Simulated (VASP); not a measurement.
# BN (F-43m) in VASP: further runs

The runs below take BN through single point, with HSE06.

All numbers are computed with VASP 6.6.1; they aren't measurements. Logs are shortened: lines on timing, memory, paths and dates and some standing lists are left out, and cuts for length are marked.

## 1. The cell of the first run

Symmetry: F-43m, No. 216, cubic system. The conventional cell has a = 3.599 Å, b = 3.599 Å, c = 3.599 Å, α = 90.00°, β = 90.00°, γ = 90.00°. Within 2.1 Å of B (site symmetry -43m) lie 4 N at 1.56 Å. Within 2.1 Å of N (site symmetry -43m) lie 4 B at 1.56 Å.

## 2. Single point, HSE06

File POSCAR:

```
BN
1.0
    0.0000000000      1.7992816384      1.7992816384
    1.7992816384      0.0000000000      1.7992816384
    1.7992816384      1.7992816384      0.0000000000
B N
1 1
Direct
    0.0000000000      0.0000000000      0.0000000000
    0.2500000000      0.2500000000      0.2500000000
```

File INCAR.step1:

```
ALGO     = Normal         # electronic algorithm
EDIFF    = 1E-5           # SCF threshold, eV
ENCUT    = 520            # plane-wave cutoff, eV
GGA      = PE             # functional
ISIF     = 2              # what is computed and relaxed
ISMEAR   = 0              # smearing method
LASPH    = T              # aspherical terms in the spheres
LCHARG   = F              # write CHGCAR
LREAL    = F              # projectors in reciprocal space
LWAVE    = T              # write WAVECAR
NBANDS   = 11             # bands
NELM     = 80             # most SCF steps
PREC     = Accurate       # precision mode
SIGMA    = 0.05           # smearing width, eV
```

File INCAR.step2:

```
ALGO     = Normal         # electronic algorithm
EDIFF    = 1E-6           # SCF threshold, eV
ENCUT    = 520            # plane-wave cutoff, eV
GGA      = PE             # functional
HFSCREEN = 0.2079         # screening, 1/A
ISIF     = 2              # what is computed and relaxed
ISMEAR   = 0              # smearing method
ISTART   = 1            
LASPH    = T              # aspherical terms in the spheres
LCHARG   = F              # write CHGCAR
LHFCALC  = T              # exact exchange
LREAL    = F              # projectors in reciprocal space
LWAVE    = F              # write WAVECAR
NBANDS   = 11             # bands
NELM     = 80             # most SCF steps
PREC     = Accurate       # precision mode
PRECFOCK = Normal       
SIGMA    = 0.05           # smearing width, eV
```

File KPOINTS:

```
k-points
0
Gamma
  8 8 8
```

Potentials or basis: VASP PAW PBE potentials, release 64 (B, N).

Command:

```
$ cat potpaw_PBE.64/B/POTCAR potpaw_PBE.64/N/POTCAR > POTCAR
$ cp INCAR.step1 INCAR
$ mpirun -np 1 vasp_std > vasp.out
$ cp INCAR.step2 INCAR
$ mpirun -np 1 vasp_std > vasp.out
```

OUTCAR:

```text
EDIFF = 1E-6
   ENCUT = 520
   GGA = PE
   HFSCREEN = 0.2079
   ISIF = 2
   ISMEAR = 0
   ISTART = 1
   LASPH = T
   LHFCALC = T
   LREAL = F
   NELM = 80
   PREC = Accurate
   PRECFOCK = Normal

 ion  position               nearest neighbor table
   1  0.000  0.000  0.000-   2 1.56   2 1.56   2 1.56   2 1.56
   2  0.250  0.250  0.250-   1 1.56   1 1.56   1 1.56   1 1.56

  LATTYP: Found a face centered cubic cell.
 ALAT       =     3.5985632768

  Lattice vectors:

 A1 = (   0.0000000000,   1.7992816384,   1.7992816384)
 A2 = (   1.7992816384,   0.0000000000,   1.7992816384)
 A3 = (   1.7992816384,   1.7992816384,   0.0000000000)

Analysis of symmetry for initial positions (statically):
=====================================================================
 Subroutine PRICEL returns:
 Original cell was already a primitive cell.

 Routine SETGRP: Setting up the symmetry group for a
 face centered cubic supercell.

 Subroutine GETGRP returns: Found 24 space group operations
 (whereof 24 operations were pure point group operations)
 out of a pool of 48 trial point group operations.

The static configuration has the point symmetry T_d .

Analysis of symmetry for dynamics (positions and initial velocities):
=====================================================================
 Subroutine PRICEL returns:
 Original cell was already a primitive cell.

 Routine SETGRP: Setting up the symmetry group for a
 face centered cubic supercell.

 Subroutine GETGRP returns: Found 24 space group operations
 (whereof 24 operations were pure point group operations)
 out of a pool of 48 trial point group operations.

The dynamic configuration has the point symmetry T_d .

 Subroutine INISYM returns: Found 24 space group operations
 (whereof 24 operations are pure point group operations),
 and found     1 'primitive' translations

----------------------------------------------------------------------------------------

                                     Primitive cell

  volume of cell :      11.6500

  direct lattice vectors                    reciprocal lattice vectors
     0.000000000  1.799281638  1.799281638    -0.277888680  0.277888680  0.277888680
     1.799281638  0.000000000  1.799281638     0.277888680 -0.277888680  0.277888680
     1.799281638  1.799281638  0.000000000     0.277888680  0.277888680 -0.277888680

  length of vectors
     2.544568496  2.544568496  2.544568496     0.481317313  0.481317313  0.481317313

  position of ions in fractional coordinates (direct lattice)
     0.000000000  0.000000000  0.000000000
     0.250000000  0.250000000  0.250000000

  ion indices of the primitive-cell ions
   primitive index   ion index
                 1           1
                 2           2

----------------------------------------------------------------------------------------

 KPOINTS: k-points

Automatic generation of k-mesh.
 Grid dimensions read from file:
 generate k-points for:    8    8    8

 Generating k-lattice:

  Cartesian coordinates                     Fractional coordinates (reciprocal lattice)
    -0.034736085  0.034736085  0.034736085     0.125000000  0.000000000  0.000000000
     0.034736085 -0.034736085  0.034736085     0.000000000  0.125000000  0.000000000
     0.034736085  0.034736085 -0.034736085     0.000000000  0.000000000  0.125000000

  Length of vectors
     0.060164664  0.060164664  0.060164664

  Shift w.r.t. Gamma in fractional coordinates (k-lattice)
     0.000000000  0.000000000  0.000000000

 Subroutine IBZKPT returns following result:
 ===========================================

 Found     29 irreducible k-points:

 Following reciprocal coordinates:
            Coordinates               Weight
  0.000000  0.000000  0.000000      1.000000
  0.125000  0.000000  0.000000      8.000000
  0.250000  0.000000  0.000000      8.000000
  0.375000  0.000000  0.000000      8.000000
  0.500000  0.000000  0.000000      4.000000
  0.125000  0.125000  0.000000      6.000000
[... 16 lines left out ...]
  0.500000  0.250000  0.125000     48.000000
 -0.375000  0.250000  0.125000     24.000000
 [... further k-points ...]
   k-points           NKPTS =     29   k-points in BZ     NKDIM =    512   number of bands    NBANDS=     11
   number of dos      NEDOS =    301   number of ions     NIONS =      2
   total plane-waves  NPLWV =   8000
   dimension x,y,z NGX =    20 NGY =   20 NGZ =   20
   dimension x,y,z NGXF=    40 NGYF=   40 NGZF=   40
   ions per type =               1   1
   NGX,Y,Z   is equivalent  to a cutoff of  13.07, 13.07, 13.07 a.u.
   NGXF,Y,Z  is equivalent  to a cutoff of  26.13, 26.13, 26.13 a.u.
 SYSTEM =  unknown system
   PREC   = accura    normal or accurate (medium, high low for compatibility)
   ISTART =      1    job   : 0-new  1-cont  2-samecut
   ICHARG =      0    charge: 1-file 2-atom 10-const
   ISPIN  =      1    spin polarized calculation?
   LNONCOLLINEAR =      F non collinear calculations
   LSORBIT =      F    spin-orbit coupling
   LASPH  =      T    aspherical Exc in radial PAW
   ENCUT  =  520.0 eV  38.22 Ry    6.18 a.u.   4.73  4.73  4.73*2*pi/ulx,y,z
   NELM   =     80;   NELMIN=  2; NELMDL=  0     # of ELM steps
   EDIFF  = 0.1E-05   stopping-criterion for ELM
   LREAL  =      F    real-space projection
   EDIFFG = 0.1E-04   stopping-criterion for IOM
   NSW    =      0    number of steps for IOM
   IBRION =     -1    ionic relax: 0-MD 1-quasi-New 2-CG
   NFREE  =      0    steps in history (QN), initial steepest desc. (CG)
   ISIF   =      2    stress and relaxation
   ISYM   =      3    0-nonsym 1-usesym 2-fastsym
   POTIM  = 0.5000    time-step for ionic-motion
   TEBEG  =    0.0;   TEEND  =   0.0 temperature during run
   PSTRESS=    0.0 pullay stress
   NELECT =       8.0000    total number of electrons
   NUPDOWN=      -1.0000    fix difference up-down
   EMIN   =  10.00;   EMAX   =-10.00  energy-range for DOS
   EFERMI =   0.00;   METHOD = LEGACY
   ISMEAR =     0;   SIGMA  =   0.05  broadening in eV -4-tet -1-fermi 0-gaus
   EFERMI_NEDOS =   21; number of points for ismear=-14 and -15
   IALGO  =     38    algorithm
   IMIX   =      1    mixing-type and parameters
     AMIX     =   0.40;   BMIX     =  1.00
     AMIX_MAG =   1.60;   BMIX_MAG =  1.00
  volume/ion in A,a.u.               =       5.83        39.31
  Fermi-wavevector in a.u.,A,eV,Ry     =   1.444316  2.729362 28.382432  2.086050
  Thomas-Fermi vector in A             =   2.562625
   LORBIT       =      0    0 simple, 1 ext, 2 COOP (PROOUT), +10 PAW based schemes
   GGA     = PE    functional components
   LHFCALC =     T    Hartree Fock is set to
   PRECFOCK=normal    Normal, Fast or Accurate (Low or Medium for compatibility)
   ENCUT4O =  -1.0   cutoff for four orbital integrals eV
   NKREDX  =     1    reduce k-point grid by
   NKREDY  =     1    reduce k-point grid by
   NKREDZ  =     1    reduce k-point grid by
   AEXX    =    0.2500 exact exchange contribution
   HFSCREEN=    0.2079 screening length (either q_TF or 0.3 A-1)
   HFSCREENC=   0.2079 screening length for correlation (either q_TF or 0.3 A-1)
   ENCUTFOCK=  -1.0 apply spherical cutoff to Coloumb kernel
   IVDW    =     0    specifies the selected vdW correction
   LEPSILON=     F    determine dielectric tensor
   LRPA    =     F    only Hartree local field effects (RPA)
 non-spin polarized calculation
 Gauss-broadening in eV      SIGMA  =   0.05
  energy-cutoff  :      520.00
  volume of cell :       11.65
 maximum number of plane-waves:       332
  NGX = 16; NGY = 16; NGZ = 16

 number of electron       7.9999999 magnetization

 Free energy of the ion-electron system (eV)
  ---------------------------------------------------
  ext. energy  EPLUGINS =         0.00000000
  ---------------------------------------------------
  free energy    TOTEN  =       -20.32861268 eV

  energy without entropy =      -20.32861268  energy(sigma->0) =      -20.32861268

 E-fermi :   6.9916     XC(G=0): -10.5406

 val. band max:        6.7109774999   @ k =   0.0000   0.0000   0.0000
 cond. band min:      12.5025581322   @ k =   0.5000   0.5000   0.0000
 fundamental gap:      5.7915806324
 Fermi energy:         6.9916153495

 k-point     1 :       0.0000    0.0000    0.0000
  band No.  band energies     occupation
      1     -15.5577      2.00000
      2       6.7110      2.00000
      3       6.7110      2.00000
      4       6.7110      2.00000
      5      17.3335      0.00000
      6      17.3335      0.00000
      7      17.3335      0.00000
      8      19.0752      0.00000
      9      33.7092      0.00000
     10      36.6440      0.00000
     11      36.6440      0.00000

 k-point     2 :       0.1250    0.0000    0.0000
  band No.  band energies     occupation
      1     -15.1448      2.00000
      2       4.6690      2.00000
      3       6.2997      2.00000
      4       6.2997      2.00000
      5      17.7180      0.00000
      6      17.9561      0.00000
      7      17.9561      0.00000
      8      20.3589      0.00000
      9      33.1449      0.00000
     10      33.3646      0.00000
     11      33.3646      0.00000

 k-point     3 :       0.2500    0.0000    0.0000
  band No.  band energies     occupation
      1     -13.9460      2.00000
      2       0.6947      2.00000
      3       5.4805      2.00000
      4       5.4805      2.00000
      5      18.2096      0.00000
      6      18.9768      0.00000
      7      18.9768      0.00000
      8      22.5497      0.00000
      9      32.2509      0.00000
     10      32.3112      0.00000
     11      32.3112      0.00000
[... 267 lines left out ...]
 k-point    23 :       0.5000    0.2500    0.1250
  band No.  band energies     occupation
      1     -11.2696      2.00000
      2      -2.3368      2.00000
      3       1.4885      2.00000
      4       3.4857      2.00000
      5      17.8352      0.00000
      6      20.0022      0.00000
      7      22.7249      0.00000
      8      23.6129      0.00000
      9      29.1042      0.00000
     10      34.3303      0.00000
     11      36.7831      0.00000

 k-point    24 :      -0.3750    0.2500    0.1250
  band No.  band energies     occupation
      1     -10.1965      2.00000
      2      -3.9528      2.00000
      3       1.4006      2.00000
      4       2.9375      2.00000
      5      17.9958      0.00000
      6      19.8364      0.00000
      7      23.4441      0.00000
      8      24.9285      0.00000
      9      28.3087      0.00000
     10      35.1526      0.00000
     11      36.7213      0.00000

 [... further k-points ...]

------------------------ aborting loop because EDIFF is reached ----------------------------------------

  FORCE on cell =-STRESS in cart. coord.  units (eV):
  Direction    XX          YY          ZZ          XY          YZ          ZX
  --------------------------------------------------------------------------------------
  -------------------------------------------------------------------------------------
  Total       -0.0186374     -0.0186374     -0.0186374     -0.0000000     -0.0000000      0.0000000
  in kB       -2.5631167     -2.5631167     -2.5631167     -0.0000000     -0.0000000      0.0000000
  external PRESSURE =      -2.5631167 kB  Pullay stress =       0.0000000 kB

 VOLUME and BASIS-vectors are now :
 -----------------------------------------------------------------------------
  energy-cutoff  :      520.00
  volume of cell :       11.65
      direct lattice vectors                 reciprocal lattice vectors
     0.000000000  1.799281638  1.799281638    -0.277888680  0.277888680  0.277888680
     1.799281638  0.000000000  1.799281638     0.277888680 -0.277888680  0.277888680
     1.799281638  1.799281638  0.000000000     0.277888680  0.277888680 -0.277888680

 POSITION                                       TOTAL-FORCE (eV/Angst)
 -----------------------------------------------------------------------------------
      0.00000      0.00000      0.00000        -0.000000      0.000000     -0.000000
      0.89964      0.89964      0.89964         0.000000     -0.000000      0.000000
 -----------------------------------------------------------------------------------
    total drift:                               -0.000000     -0.000000     -0.000000

  FREE ENERGIE OF THE ION-ELECTRON SYSTEM (eV)
  ---------------------------------------------------
  free  energy   TOTEN  =       -20.3286126796 eV

  energy  without entropy=      -20.3286126796  energy(sigma->0) =      -20.32861268
```

It took 9.5 min on 1 thread of Intel Xeon Platinum 8259CL at 2.50GHz (Skylake/Cascade Lake), shared host; peak memory 0.23 GiB.

Results:

```
Free energy            : -20.3286 eV
Pressure               : -0.3 GPa
Band gap on the k mesh : 5.79 eV (least direct gap 10.62 eV)
```

Levels at points of the mesh, in eV from the valence-band top:
| k point | band 1 | band 2 | band 3 | band 4 | band 5 | band 6 | band 7 | band 8 |
| --- | --- | --- | --- | --- | --- | --- | --- | --- |
| (0.00, 0.00, 0.00) | -22.27 | 0.00 | 0.00 | 0.00 | 10.62 | 10.62 | 10.62 | 12.36 |
| (0.50, 0.00, 0.00) | -17.68 | -11.76 | -2.13 | -2.13 | 12.03 | 12.59 | 12.59 | 17.52 |
| (0.50, 0.50, 0.00) | -16.17 | -9.86 | -5.38 | -5.38 | 5.79 | 10.81 | 20.68 | 20.68 |

Caveat: the PAW data sets were made with another functional, which shifts forces and pressure a little.

## 3. Single point, HSE06

This run uses another cell than the first one, of 7.84 Å³/atom.

File POSCAR:

```
BN
1.0
    0.0000000000      1.9866622763      1.9866622763
    1.9866622763      0.0000000000      1.9866622763
    1.9866622763      1.9866622763      0.0000000000
B N
1 1
Direct
    0.0000000000      0.0000000000      0.0000000000
    0.2500000000      0.2500000000      0.2500000000
```

File INCAR.step1:

```
PREC = Accurate
ENCUT = 520
EDIFF = 1E-5
ISMEAR = 0
SIGMA = 0.05
LREAL = F
LASPH = T
NELM = 60
ALGO = Normal
ISIF = 2
LWAVE = T
LCHARG = F
NBANDS = 11
GGA = PE
```

File INCAR.step2:

```
PREC = Accurate
ENCUT = 520
EDIFF = 1E-6
ISMEAR = 0
SIGMA = 0.05
LREAL = F
LASPH = T
NELM = 60
ALGO = Normal
ISIF = 2
LWAVE = F
LCHARG = F
GGA = PE
LHFCALC = T
HFSCREEN = 0.2079
PRECFOCK = Normal
NBANDS = 11
ISTART = 1
```

File KPOINTS:

```
Automatic mesh
0
Gamma
  8 8 8
```

Potentials or basis: VASP PAW PBE potentials, release 64 (B, N).

Command:

```
$ cat potpaw_PBE.64/B/POTCAR potpaw_PBE.64/N/POTCAR > POTCAR
$ cp INCAR.step1 INCAR
$ mpirun -np 1 vasp_std > vasp.out
$ cp INCAR.step2 INCAR
$ mpirun -np 1 vasp_std > vasp.out
```

It took 9.4 min on 1 thread of Intel Xeon Platinum 8259CL at 2.50GHz (Skylake/Cascade Lake), shared host; peak memory 0.24 GiB.

Results (log left out):

```yaml
Free_energy: -19.2262 eV
Pressure: -69.6 GPa
Band_gap_on_the_k_mesh: 5.34 eV (least direct gap 7.61 eV)
```

Levels at points of the mesh, in eV from the valence-band top:
```
           k point  band 2  band 3  band 4  band 5  band 6  band 7
(0.00, 0.00, 0.00)    0.00    0.00    0.00    7.61    9.09    9.09
(0.50, 0.00, 0.00)   -9.19   -1.60   -1.60    8.25   10.83   10.83
(0.50, 0.50, 0.00)   -8.06   -4.01   -4.01    5.34    8.98   16.24
```

Caveat: the cell stands under tension; the PAW data sets were made with another functional, which shifts forces and pressure a little. A k mesh can miss the band edges.
